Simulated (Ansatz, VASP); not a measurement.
Zn: VASP beside Ansatz

```
CELL_PARAMETERS angstrom
2.63581 0.00000 0.00000
0.00000 5.09292 0.00000
0.00000 0.00000 19.04360
ATOMIC_POSITIONS crystal
Zn 0.00000 0.75000 0.43502
Zn 0.50000 0.25000 0.43507
Zn 0.50000 0.75000 0.56493
Zn 0.00000 0.25000 0.56498
```

Alike in both runs: functional PBE; k mesh 14 × 7 × 1; occupations fermi-dirac, width 0.1 eV; no spin polarisation.

Ansatz relaxed the structure, and its values are those at the end. VASP's run is a single point on that final structure, the one shown.

```csv
,VASP,Ansatz
version,VASP 6.6.1,Ansatz 0.2.0
potentials or method,"VASP PAW PBE potentials, release 64 (Zn)","PAW with Ansatz's default frozen-core files, scalar-relativistic"
plane-wave cutoff (eV),400,420
valence electrons in the cell,48,48
```

|  | VASP | Ansatz | Ansatz less VASP |
| --- | --- | --- | --- |
| rms of the force components (eV/Å) | 0.004 | 0.001 | -0.0034 |

Ansatz's warnings: stress scf threshold loose.
